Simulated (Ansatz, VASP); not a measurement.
# Two plane-wave programs on ZnAu

```
Zn Au
1.0
     3.14700    0.00000    0.00000
     0.00000    3.14700    0.00000
     0.00000    0.00000    3.14700
Zn Au
1 1
Direct
  0.50000 0.50000 0.50000
  0.00000 0.00000 0.00000
```

Alike in both runs: task relaxation of cell and atoms; functional PBEsol; k mesh 13 × 13 × 13; occupations fermi-dirac, width 0.05 eV; no spin polarisation.

|  | VASP | Ansatz |
| --- | --- | --- |
| version | VASP 6.6.1 | Ansatz 0.2.0 |
| potentials or method | VASP PAW PBE potentials, release 64 (Zn, Au) | PAW with Ansatz's default frozen-core files, scalar-relativistic |
| plane-wave cutoff (eV) | 600 | 420 |
| valence electrons in the cell | 23 | 31 |

```csv
,VASP,Ansatz,Ansatz less VASP
relaxed volume (Å³/atom),15.33,15.31,-0.022
relaxed length of the cell vector where the two differ most in proportion (Å),3.130,3.129,-0.0015
```

VASP's potentials were made for PBE, not for PBEsol. VASP's potentials hold 23 valence electrons a cell and Ansatz's 31, so a difference there can come from the potentials and not from the codes.

Spin-orbit coupling is off throughout.
